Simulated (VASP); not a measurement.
CoTeH: single point with PBE

Crystal: CoTeH.

```xyz
6
Lattice="3.1625 0.0000 0.0000 -1.5812 2.7388 0.0000 0.0000 0.0000 8.9908" Properties=species:S:1:pos:R:3 pbc="T T T"
Co    0.0000    1.8258    2.2477
Co    1.5812    0.9129    6.7431
Te    0.0000    0.0000    0.0000
Te    0.0000    0.0000    4.4954
H     0.0000    0.0000    2.2477
H     0.0000    0.0000    6.7431
```

```
Program                 : VASP 6.6.1
Task                    : single point
Functional              : PBE
Potentials or basis     : VASP PAW PBE potentials, release 64 (Co, Te, H)
Cutoff                  : 520 eV
k mesh                  : 12 × 12 × 4
Occupations             : gaussian, width 0.1 eV
Spin                    : no spin polarisation
Dipole correction       : no
k mesh for the DOS      : 18 × 18 × 6
Occupations for the DOS : tetrahedron
Further INCAR settings  : ALGO = Normal; EDIFF = 1e-06; NBANDS = 25
```

- Valence electrons inside the program's atomic spheres: Co 8.09; Te 3.30; H 0.53

Levels at points of the mesh, in eV from the Fermi level:
| k point | band 12 | band 13 | band 14 | band 15 | band 16 | band 17 | band 18 | band 19 | band 20 | band 21 |
| --- | --- | --- | --- | --- | --- | --- | --- | --- | --- | --- |
| (0.00, 0.00, 0.00) | -0.92 | -0.83 | -0.83 | -0.13 | 3.39 | 3.39 | 3.51 | 3.51 | 3.74 | 5.94 |
| (0.50, 0.00, 0.00) | -0.99 | -0.80 | -0.45 | -0.36 | -0.19 | 0.01 | 1.04 | 1.07 | 1.48 | 3.02 |
| (0.00, 0.00, 0.50) | -0.86 | -0.86 | -0.86 | 0.93 | 0.93 | 3.45 | 3.45 | 3.45 | 3.45 | 7.22 |
| (0.50, 0.00, 0.50) | -1.37 | -0.59 | -0.59 | -0.37 | -0.37 | 0.79 | 0.79 | 1.38 | 1.38 | 2.27 |

Wall time 110 s on 1 thread of Intel(R) Xeon(R) 6975P-C (Granite Rapids), on a shared host, peak memory 0.39 GiB.

Caveat: spin-orbit coupling is left out, which moves the levels of the heavy elements; the run has no spin polarisation, though such a crystal can be magnetic. Spin polarisation is off, so any magnetic state and its effect on volume and gap are missing.
